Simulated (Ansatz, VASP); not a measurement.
**Ge in VASP and in Ansatz**

```
Ge
1.0
    -1.64870    1.64870    1.64870
     1.64870   -1.64870    1.64870
     1.64870    1.64870   -1.64870
Ge
1
Direct
  0.00000 0.00000 0.00000
```

Alike in both runs: functional LDA; k mesh 16 × 16 × 16; occupations fermi-dirac, width 0.08 eV; no spin polarisation.

Ansatz relaxed the structure, and its values are those at the end. VASP's run is a single point on that final structure, the one shown.

|  | VASP | Ansatz |
| --- | --- | --- |
| version | VASP 6.6.1 | Ansatz 0.2.0 |
| potentials or method | VASP PAW LDA potentials, release 64 (Ge_d) | PAW with Ansatz's default frozen-core files, scalar-relativistic |
| plane-wave cutoff (eV) | 520 | 420 |
| valence electrons in the cell | 14 | 14 |

Ansatz gave:

```
pressure (GPa) : 0.0
```

Estimate VASP's values.

pressure (GPa): 0.2.

LDA's correlation is that of Perdew and Zunger in VASP and of Perdew and Wang (1992) in Ansatz.
